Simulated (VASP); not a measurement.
Runs of VASP 6.6.1 on BN. The structure is that of space group F-43m (No. 216), or close to it. The cells are those of the table. 

```tsv
task	potentials or basis	cell	cutoff (eV)	second run	gap on the mesh (eV)	pressure (GPa)
electric field gradients	VASP PAW LDA potentials, release 64 (B, N)	a = 2.539 Å, angles 60.0°, 2 atoms	520	-	4.47	(b)
electric field gradients	VASP PAW LDA potentials, release 64 (B, N)	a = 2.522 Å, angles 60.0°, 2 atoms	520	-	4.50	6.0
electric field gradients	VASP PAW LDA potentials, release 64 (B, N)	a = 2.569, b = 2.569, c = 2.582 Å, angles 59.8, 59.8, 60.3°, 2 atoms	520	-	4.25	-17.1
electric field gradients	VASP PAW LDA potentials, release 64 (B, N)	a = 2.531, b = 2.531, c = 2.505 Å, angles 60.3, 60.3, 59.3°, 2 atoms	520	-	(a)	5.8
single point	VASP PAW LDA potentials, release 64 (B, N)	a = 2.543 Å, angles 60.7°, 2 atoms	520	-	(d)	-10.0
electric field gradients	VASP PAW LDA potentials, release 64 (B_h, N_h)	a = 2.531, b = 2.531, c = 2.505 Å, angles 60.3, 60.3, 59.3°, 2 atoms	910	hard_potentials	(c)	5.3
electric field gradients	VASP PAW LDA potentials, release 64 (B, N)	a = 2.582, b = 2.582, c = 2.607 Å, angles 59.7, 59.7, 60.7°, 2 atoms	520	-	4.06	-23.5
single point	VASP PAW LDA potentials, release 64 (B, N)	a = 2.569, b = 2.569, c = 2.556 Å, angles 60.2, 60.2, 59.7°, 2 atoms	520	-	4.35	-13.6
```

Alike in all rows: level LDA; no spin polarisation; k mesh 11 × 11 × 11; smearing fermi-dirac 0.02 eV.

Task: Fill in the values left out.

Result: (a) 4.31; (b) -2.4; (c) 4.32; (d) 4.41.

Caveats: the cutoff is under 1.25 times the usual one of these potentials, so pressure, stress and relaxed cells hold a basis-set (Pulay) error (some runs).

A k mesh can miss the band edges.
